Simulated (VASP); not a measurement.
# PbS (F-43m) in VASP: settings compared

The runs below take PbS through single point, with PBEsol, PBE, LDA, r2SCAN.

All numbers are computed with VASP 6.6.1; they aren't measurements. Logs are shortened: lines on timing, memory, paths and dates and some standing lists are left out, and cuts for length are marked.

## Step 1: The cell of the first run

Symmetry: F-43m, No. 216, cubic system. Conventional cell: a = 6.546 Å, b = 6.546 Å, c = 6.546 Å, α = 90.00°, β = 90.00°, γ = 90.00°. Within 3.7 Å of Pb (site symmetry -43m) lie 4 S at 2.83 Å. S (site symmetry -43m) has 4 Pb at 2.83 Å within 3.7 Å.

## Step 2: Single point, PBEsol

INCAR reads:

```
PREC = Accurate ; ENCUT = 520
EDIFF = 1E-6 ; ISMEAR = -1
SIGMA = 0.02 ; LREAL = F
LASPH = T ; NELM = 80
ALGO = Normal ; ISIF = 2
LWAVE = F ; LCHARG = F
GGA = PS ; NBANDS = 17
```

KPOINTS reads:

```
Automatic mesh
0
Gamma
  6 6 6
```

POSCAR reads:

```
PbS
1.0
    0.0000000000      3.2727935334      3.2727935334
    3.2727935334      0.0000000000      3.2727935334
    3.2727935334      3.2727935334      0.0000000000
Pb S
1 1
Direct
    0.0000000000      0.0000000000      0.0000000000
    0.2500000000      0.2500000000      0.2500000000
```

Potentials or basis: VASP PAW PBE potentials, release 64 (Pb_d, S).

Command:

```sh
$ cat potpaw_PBE.64/Pb_d/POTCAR potpaw_PBE.64/S/POTCAR > POTCAR
$ mpirun -np 1 vasp_std > vasp.out
```

OUTCAR:

```text
PREC = Accurate
   ENCUT = 520
   EDIFF = 1E-6
   ISMEAR = -1
   LREAL = F
   LASPH = T
   NELM = 80
   ISIF = 2
   GGA = PS

 ion  position               nearest neighbor table
   1  0.000  0.000  0.000-   2 2.83   2 2.83   2 2.83   2 2.83
   2  0.250  0.250  0.250-   1 2.83   1 2.83   1 2.83   1 2.83

  LATTYP: Found a face centered cubic cell.
 ALAT       =     6.5455870668

  Lattice vectors:

 A1 = (   0.0000000000,   3.2727935334,   3.2727935334)
 A2 = (   3.2727935334,   0.0000000000,   3.2727935334)
 A3 = (   3.2727935334,   3.2727935334,   0.0000000000)

Analysis of symmetry for initial positions (statically):
=====================================================================
 Subroutine PRICEL returns:
 Original cell was already a primitive cell.

 Routine SETGRP: Setting up the symmetry group for a
 face centered cubic supercell.

 Subroutine GETGRP returns: Found 24 space group operations
 (whereof 24 operations were pure point group operations)
 out of a pool of 48 trial point group operations.

The static configuration has the point symmetry T_d .

Analysis of symmetry for dynamics (positions and initial velocities):
=====================================================================
 Subroutine PRICEL returns:
 Original cell was already a primitive cell.

 Routine SETGRP: Setting up the symmetry group for a
 face centered cubic supercell.

 Subroutine GETGRP returns: Found 24 space group operations
 (whereof 24 operations were pure point group operations)
 out of a pool of 48 trial point group operations.

The dynamic configuration has the point symmetry T_d .

 Subroutine INISYM returns: Found 24 space group operations
 (whereof 24 operations are pure point group operations),
 and found     1 'primitive' translations

----------------------------------------------------------------------------------------

                                     Primitive cell

  volume of cell :      70.1109

  direct lattice vectors                    reciprocal lattice vectors
     0.000000000  3.272793533  3.272793533    -0.152774685  0.152774685  0.152774685
     3.272793533  0.000000000  3.272793533     0.152774685 -0.152774685  0.152774685
     3.272793533  3.272793533  0.000000000     0.152774685  0.152774685 -0.152774685

  length of vectors
     4.628429002  4.628429002  4.628429002     0.264613516  0.264613516  0.264613516
[... 68 lines left out ...]
   LSORBIT =      F    spin-orbit coupling
   LASPH  =      T    aspherical Exc in radial PAW
   ENCUT  =  520.0 eV  38.22 Ry    6.18 a.u.   8.61  8.61  8.61*2*pi/ulx,y,z
   NELM   =     80;   NELMIN=  2; NELMDL= -5     # of ELM steps
   EDIFF  = 0.1E-05   stopping-criterion for ELM
   LREAL  =      F    real-space projection
   EDIFFG = 0.1E-04   stopping-criterion for IOM
   NSW    =      0    number of steps for IOM
   IBRION =     -1    ionic relax: 0-MD 1-quasi-New 2-CG
   NFREE  =      0    steps in history (QN), initial steepest desc. (CG)
   ISIF   =      2    stress and relaxation
   ISYM   =      2    0-nonsym 1-usesym 2-fastsym
   POTIM  = 0.5000    time-step for ionic-motion
   TEBEG  =    0.0;   TEEND  =   0.0 temperature during run
   PSTRESS=    0.0 pullay stress
   NELECT =      20.0000    total number of electrons
   NUPDOWN=      -1.0000    fix difference up-down
   EMIN   =  10.00;   EMAX   =-10.00  energy-range for DOS
   EFERMI =   0.00;   METHOD = LEGACY
   ISMEAR =    -1;   SIGMA  =   0.02  broadening in eV -4-tet -1-fermi 0-gaus
   EFERMI_NEDOS =   21; number of points for ismear=-14 and -15
   IALGO  =     38    algorithm
   IMIX   =      4    mixing-type and parameters
     AMIX     =   0.40;   BMIX     =  1.00
     AMIX_MAG =   1.60;   BMIX_MAG =  1.00
  volume/ion in A,a.u.               =      35.06       236.57
  Fermi-wavevector in a.u.,A,eV,Ry     =   1.077679  2.036519 15.801708  1.161393
  Thomas-Fermi vector in A             =   2.213598
   LORBIT       =      0    0 simple, 1 ext, 2 COOP (PROOUT), +10 PAW based schemes
   GGA     = PS    functional components
   LHFCALC =     F    Hartree Fock is set to
   AEXX    =    0.0000 exact exchange contribution
   IVDW    =     0    specifies the selected vdW correction
   LEPSILON=     F    determine dielectric tensor
   LRPA    =     F    only Hartree local field effects (RPA)
 non-spin polarized calculation
  energy-cutoff  :      520.00
  volume of cell :       70.11
 maximum number of plane-waves:      1917
 NGX is ok and might be reduce to    36
   NGX = 17   NGY = 17   NGZ = 17

 number of electron      20.0000000 magnetization

 Free energy of the ion-electron system (eV)
  ---------------------------------------------------
  ext. energy  EPLUGINS =         0.00000000
  ---------------------------------------------------
  free energy    TOTEN  =        -8.93247007 eV

  energy without entropy =       -8.93247007  energy(sigma->0) =       -8.93247007

 E-fermi :   3.2741     XC(G=0):  -8.2409

 val. band max:        2.8795189765   @ k =  -0.3333   0.5000   0.1667
 cond. band min:       3.6414230273   @ k =   0.5000   0.5000   0.0000
 fundamental gap:      0.7619040509
 Fermi energy:         3.2740770279

 k-point     1 :       0.0000    0.0000    0.0000
  band No.  band energies     occupation
      1     -13.6117      2.00000
      2     -13.6117      2.00000
      3     -13.6117      2.00000
      4     -13.5675      2.00000
      5     -13.5675      2.00000
      6      -9.7905      2.00000
[... 297 lines left out ...]
      4     -13.5736      2.00000
      5     -13.5603      2.00000
      6      -8.6759      2.00000
[... 9 lines left out ...]
     16      12.6314      0.00000
     17      12.6588      0.00000

------------------------ aborting loop because EDIFF is reached ----------------------------------------

  FORCE on cell =-STRESS in cart. coord.  units (eV):
  Direction    XX          YY          ZZ          XY          YZ          ZX
  --------------------------------------------------------------------------------------
  -------------------------------------------------------------------------------------
  Total       -0.0335319     -0.0335319     -0.0335319     -0.0000000     -0.0000000      0.0000000
  in kB       -0.7662726     -0.7662726     -0.7662726     -0.0000000     -0.0000000      0.0000000
  external PRESSURE =      -0.7662726 kB  Pullay stress =       0.0000000 kB

 VOLUME and BASIS-vectors are now :
 -----------------------------------------------------------------------------
  energy-cutoff  :      520.00
  volume of cell :       70.11
      direct lattice vectors                 reciprocal lattice vectors
     0.000000000  3.272793533  3.272793533    -0.152774685  0.152774685  0.152774685
     3.272793533  0.000000000  3.272793533     0.152774685 -0.152774685  0.152774685
     3.272793533  3.272793533  0.000000000     0.152774685  0.152774685 -0.152774685

 POSITION                                       TOTAL-FORCE (eV/Angst)
 -----------------------------------------------------------------------------------
      0.00000      0.00000      0.00000        -0.000000     -0.000000     -0.000000
      1.63640      1.63640      1.63640         0.000000      0.000000      0.000000
 -----------------------------------------------------------------------------------
    total drift:                                0.000000      0.000000      0.000000

  FREE ENERGIE OF THE ION-ELECTRON SYSTEM (eV)
  ---------------------------------------------------
  free  energy   TOTEN  =        -8.9324700724 eV

  energy  without entropy=       -8.9324700722  energy(sigma->0) =       -8.93247007
```

OSZICAR:

```text
N       E                     dE             d eps       ncg     rms          rms(c)
DAV:   1     0.165215643618E+03    0.16522E+03   -0.95113E+03   544   0.115E+03
DAV:   2     0.457376630627E+01   -0.16064E+03   -0.15501E+03   573   0.297E+02
DAV:   3    -0.913767161189E+01   -0.13711E+02   -0.13624E+02   725   0.960E+01
DAV:   4    -0.950568753911E+01   -0.36802E+00   -0.36774E+00   679   0.185E+01
DAV:   5    -0.952016965993E+01   -0.14482E-01   -0.14482E-01   765   0.343E+00    0.492E+00
DAV:   6    -0.893427775646E+01    0.58589E+00   -0.17448E+00   834   0.851E+00    0.348E+00
DAV:   7    -0.893086000180E+01    0.34178E-02   -0.15978E-01   607   0.192E+00    0.175E+00
DAV:   8    -0.893153676355E+01   -0.67676E-03   -0.15686E-02   616   0.132E+00    0.147E-01
DAV:   9    -0.893186736926E+01   -0.33061E-03   -0.45859E-03   776   0.486E-01    0.159E-01
DAV:  10    -0.893236749841E+01   -0.50013E-03   -0.67558E-04   573   0.169E-01    0.413E-02
DAV:  11    -0.893245574334E+01   -0.88245E-04   -0.14628E-04   674   0.104E-01    0.259E-02
DAV:  12    -0.893246955324E+01   -0.13810E-04   -0.27222E-05   615   0.510E-02    0.727E-03
DAV:  13    -0.893247007242E+01   -0.51918E-06   -0.17025E-06   612   0.129E-02
   1 F= -.89324701E+01 E0= -.89324701E+01  d E =-.238165E-09
```

Run time: 35 s. Hardware: 1 thread of AMD EPYC 7R13, shared host; peak memory 0.17 GiB.

What came out:

- Free energy: -8.9325 eV
- Pressure: -0.1 GPa
- Band gap on the k mesh: 0.76 eV (least direct gap 1.15 eV)

Caveat: the PAW data sets were made with another functional, which shifts forces and pressure a little; spin-orbit coupling is left out, which moves the levels of the heavy elements. A k mesh can miss the band edges.

## Step 3: Single point, PBE

This run uses another cell than the first one, of 35.97 Å³/atom.

INCAR reads:

```
PREC = Accurate
ENCUT = 520
EDIFF = 1E-6
ISMEAR = -1
SIGMA = 0.02
LREAL = False
LASPH = True
NELM = 60
ALGO = Normal
ISIF = 2
LWAVE = False
LCHARG = True
GGA = PE
LELF = True
LVHAR = True
NBANDS = 17
```

KPOINTS reads:

```
regular mesh
0
Gamma
  6 6 6
```

POSCAR reads:

```
PbS
1.0
    0.0000000000      3.3009774936      3.3009774936
    3.3009774936      0.0000000000      3.3009774936
    3.3009774936      3.3009774936      0.0000000000
Pb S
1 1
Direct
    0.0000000000      0.0000000000      0.0000000000
    0.2500000000      0.2500000000      0.2500000000
```

Potentials or basis: VASP PAW PBE potentials, release 64 (Pb_d, S).

Command:

```sh
$ cat potpaw_PBE.64/Pb_d/POTCAR potpaw_PBE.64/S/POTCAR > POTCAR
$ mpirun -np 1 vasp_std > vasp.out
```

It took 40 s on 1 thread of AMD EPYC 7R13, shared host; peak memory 0.17 GiB.

The run converged. Its results:

```
Free energy            : -8.4054 eV
Pressure               : 0.7 GPa
Band gap on the k mesh : 0.91 eV (least direct gap 1.27 eV)
```

Levels at points of the mesh, in eV from the valence-band top:
```csv
k point,band 7,band 8,band 9,band 10,band 11,band 12,band 13,band 14
"(0.00, 0.00, 0.00)",-5.83,-1.62,-1.62,-1.62,2.60,2.60,2.60,5.41
"(0.50, 0.00, 0.00)",-7.60,-2.12,-2.12,-1.81,3.31,3.31,3.71,7.18
"(0.50, 0.50, 0.00)",-8.00,-2.82,-2.82,-0.35,0.91,5.20,5.20,6.11
```

Caveat: spin-orbit coupling is left out, which moves the levels of the heavy elements.

## Step 4: Single point, LDA

This run uses another cell than the first one, of 35.97 Å³/atom.

INCAR reads:

```
PREC     = Accurate       # precision mode
ENCUT    = 520            # plane-wave cutoff, eV
EDIFF    = 1E-7           # SCF threshold, eV
ISMEAR   = 0              # smearing method
SIGMA    = 0.01           # smearing width, eV
LREAL    = False          # projectors in reciprocal space
LASPH    = True           # aspherical terms in the spheres
NELM     = 80             # most SCF steps
ALGO     = Normal         # electronic algorithm
ISIF     = 2              # what is computed and relaxed
LWAVE    = False          # write WAVECAR
LCHARG   = True           # write CHGCAR
GGA      = CA             # functional
LELF     = True           # ELF
LVHAR    = True         
NBANDS   = 17             # bands
```

KPOINTS is that of step 3.

POSCAR is that of step 3.

Potentials or basis: VASP PAW LDA potentials, release 64 (Pb_d, S).

Command:

```sh
$ cat potpaw_LDA.64/Pb_d/POTCAR potpaw_LDA.64/S/POTCAR > POTCAR
$ mpirun -np 1 vasp_std > vasp.out
```

Wall time 40 s (1 thread of AMD EPYC 7R13, shared host); peak memory 0.14 GiB.

The run converged. Its results:

```
Free energy            : -9.3622 eV
Pressure               : -2.1 GPa
Band gap on the k mesh : 0.72 eV (least direct gap 1.10 eV)
```

Levels at points of the mesh, in eV from the valence-band top:
```csv
k point,band 7,band 8,band 9,band 10,band 11,band 12,band 13,band 14
"(0.00, 0.00, 0.00)",-5.88,-1.61,-1.61,-1.61,2.49,2.49,2.49,5.11
"(0.50, 0.00, 0.00)",-7.66,-2.13,-2.13,-1.88,3.20,3.20,3.57,6.88
"(0.50, 0.50, 0.00)",-8.06,-2.84,-2.84,-0.38,0.72,5.10,5.10,5.88
```

Caveat: spin-orbit coupling is left out, which moves the levels of the heavy elements. A k mesh can miss the band edges.

## Step 5: Single point, r2SCAN

This run uses another cell than the first one, of 35.97 Å³/atom.

POSCAR is that of step 4.

INCAR.step1 reads:

```
ALGO = Normal
EDIFF = 1E-4
ENCUT = 520
GGA = PE
ISMEAR = -1
LASPH = True
LCHARG = False
LREAL = False
LWAVE = True
NBANDS = 17
NELM = 60
PREC = Accurate
SIGMA = 0.02
```

INCAR.step2 reads:

```
ALGO = Normal
EDIFF = 1E-6
ENCUT = 520
ISIF = 2
ISMEAR = -1
ISTART = 1
LASPH = True
LCHARG = False
LMIXTAU = True
LREAL = False
LWAVE = False
METAGGA = R2SCAN
NBANDS = 17
NELM = 60
PREC = Accurate
SIGMA = 0.02
```

KPOINTS reads:

```
k-points
0
Gamma
  6 6 6
```

Potentials or basis: VASP PAW PBE potentials, release 64 (Pb_d, S).

Command:

```sh
$ cat potpaw_PBE.64/Pb_d/POTCAR potpaw_PBE.64/S/POTCAR > POTCAR
$ cp INCAR.step1 INCAR
$ mpirun -np 1 vasp_std > vasp.out
$ cp INCAR.step2 INCAR
$ mpirun -np 1 vasp_std > vasp.out
```

Wall time 2.6 min (1 thread of AMD EPYC 7R13, shared host); peak memory 0.19 GiB.

Results (log left out):

```yaml
Free_energy: -65.1123 eV
Pressure: 0.0 GPa
Band_gap_on_the_k_mesh: 1.07 eV (least direct gap 1.44 eV)
```

Levels at points of the mesh, in eV from the valence-band top:
```tsv
k point	band 7	band 8	band 9	band 10	band 11	band 12	band 13	band 14
(0.00, 0.00, 0.00)	-5.91	-1.73	-1.73	-1.73	2.85	2.85	2.85	5.53
(0.50, 0.00, 0.00)	-7.81	-2.24	-2.24	-1.83	3.58	3.58	3.95	7.35
(0.50, 0.50, 0.00)	-8.22	-2.95	-2.95	-0.37	1.07	5.58	5.58	6.37
```

Caveat: the PAW data sets were made with another functional, which shifts forces and pressure a little; spin-orbit coupling is left out, which moves the levels of the heavy elements. A k mesh can miss the band edges.

## Step 6: Single point, r2SCAN

This run uses another cell than the first one, of 35.97 Å³/atom.

POSCAR is that of step 5.

INCAR.step1 reads:

```
SYSTEM = PbS
PREC = Accurate
ENCUT = 520
ISMEAR = 0
SIGMA = 0.01
LREAL = .False.
LASPH = .True.
NELM = 60
NBANDS = 17
GGA = PE
ALGO = Normal
EDIFF = 1E-4
LWAVE = .True.
LCHARG = .False.
```

INCAR.step2 reads:

```
SYSTEM = PbS
PREC = Accurate
ENCUT = 520
EDIFF = 1E-6
ISMEAR = 0
SIGMA = 0.01
LREAL = .False.
LASPH = .True.
NELM = 60
ALGO = Normal
ISIF = 2
LWAVE = .False.
LCHARG = .True.
METAGGA = R2SCAN
LMIXTAU = .True.
LELF = .True.
LVHAR = .True.
NBANDS = 17
ISTART = 1
```

KPOINTS reads:

```
Automatic mesh
0
Gamma
  6 6 6
  0 0 0
```

Potentials or basis: VASP PAW PBE potentials, release 64 (Pb_d, S).

Command:

```sh
$ cat potpaw_PBE.64/Pb_d/POTCAR potpaw_PBE.64/S/POTCAR > POTCAR
$ cp INCAR.step1 INCAR
$ mpirun -np 1 vasp_std > vasp.out
$ cp INCAR.step2 INCAR
$ mpirun -np 1 vasp_std > vasp.out
```

Wall time 2.5 min (1 thread of AMD EPYC 7R13, shared host); peak memory 0.19 GiB.

Results (log left out):

```yaml
Free_energy: -65.1123 eV
Pressure: 0.0 GPa
Band_gap_on_the_k_mesh: 1.07 eV (least direct gap 1.44 eV)
```

Levels at points of the mesh, in eV from the valence-band top:
```csv
k point,band 7,band 8,band 9,band 10,band 11,band 12,band 13,band 14
"(0.00, 0.00, 0.00)",-5.91,-1.73,-1.73,-1.73,2.85,2.85,2.85,5.53
"(0.50, 0.00, 0.00)",-7.81,-2.24,-2.24,-1.83,3.58,3.58,3.95,7.35
"(0.50, 0.50, 0.00)",-8.22,-2.95,-2.95,-0.37,1.07,5.58,5.58,6.37
```

Caveat: the PAW data sets were made with another functional, which shifts forces and pressure a little; spin-orbit coupling is left out, which moves the levels of the heavy elements.

## Step 7: The runs side by side

```tsv
level	potentials or basis	cell	smearing	gap on the mesh (eV)	pressure (GPa)
PBEsol	VASP PAW PBE potentials, release 64 (Pb_d, S)	a = 4.628 Å, angles 60.0°, 2 atoms	fermi-dirac 0.02 eV	0.76	-0.1
PBE	VASP PAW PBE potentials, release 64 (Pb_d, S)	a = 4.668 Å, angles 60.0°, 2 atoms	fermi-dirac 0.02 eV	0.91	0.7
LDA	VASP PAW LDA potentials, release 64 (Pb_d, S)	a = 4.668 Å, angles 60.0°, 2 atoms	gaussian 0.01 eV	0.72	-2.1
r2SCAN	VASP PAW PBE potentials, release 64 (Pb_d, S)	a = 4.668 Å, angles 60.0°, 2 atoms	fermi-dirac 0.02 eV	1.07	0.0
r2SCAN	VASP PAW PBE potentials, release 64 (Pb_d, S)	a = 4.668 Å, angles 60.0°, 2 atoms	gaussian 0.01 eV	1.07	0.0
```

Alike in all rows: task single point; no spin polarisation; k mesh 6 × 6 × 6; cutoff (eV) 520.

Caveats: spin-orbit coupling is left out, which moves the levels of the heavy elements; the PAW data sets were made with another functional, which shifts forces and pressure a little (at least some runs).

Total energies depend on the potentials used, so only differences within one code and one set of settings carry meaning.
